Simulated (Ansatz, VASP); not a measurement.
# Al30Cu: VASP beside Ansatz

```xyz
31
Lattice="8.1000 0.0000 0.0000 0.0000 8.1000 0.0000 0.0000 0.0000 8.1000" Properties=species:S:1:pos:R:3 pbc="T T T"
Al    4.0469    0.0053    0.0381
Al    6.0717    2.0172    0.0216
Al   -0.0066    0.0055    0.0370
Al    2.0212    2.0243    0.0177
Al    4.0370    4.0425    0.0173
Al    6.0711    6.0995    0.0369
Al    2.0234   -0.0007    2.0393
Al    4.0512    1.9997    2.0306
Al    6.0708    4.0609    2.0590
Al    4.1430   -0.0415    4.0325
Al    6.0707    2.0006    4.0381
Al    6.0719   -0.0207    6.0804
Al    0.0055    4.0413    0.0174
Al    2.0209    6.0744    0.0310
Al   -0.0064    2.0012    2.0309
Al    2.0215    4.0495    2.0299
Al    4.1452    6.1099    2.0785
Al   -0.1019   -0.0429    4.0298
Al    2.0212    2.0044    4.0620
Al    4.0629    4.0651    4.0642
Al    2.0206    0.0096    6.0939
Al    4.0397    2.0195    6.0959
Al    6.0715    4.0707    6.0709
Al   -0.1003    6.1084    2.0758
Al   -0.0230    4.0656    4.0637
Al    2.0208    6.0780    4.0620
Al    0.0040    2.0192    6.0947
Al    2.0214    4.0394    6.0969
Al    4.0633    6.0737    6.0700
Al   -0.0200    6.0724    6.0701
Cu    6.0743    0.0421    1.9957
```

Alike in both runs: functional PBE; k mesh 3 × 3 × 3; occupations gaussian, width 0.15 eV; no spin polarisation.

Ansatz relaxed the structure, and its values are those at the end. VASP's run is a single point on that final structure, the one shown.

|  | VASP | Ansatz |
| --- | --- | --- |
| version | VASP 6.6.1 | Ansatz 0.2.0 |
| potentials or method | VASP PAW PBE potentials, release 64 (Al, Cu), cutoff 520 eV | scalar-relativistic, plane waves, PAW |
| valence electrons in the cell | 101 | 109 |

VASP gave:

* rms of the force components (eV/Å): 0.010

Task: Estimate Ansatz's values.

Result: rms of the force components (eV/Å): 0.009.

VASP's potentials hold 101 valence electrons a cell and Ansatz's 109, so a difference there can come from the potentials and not from the codes.
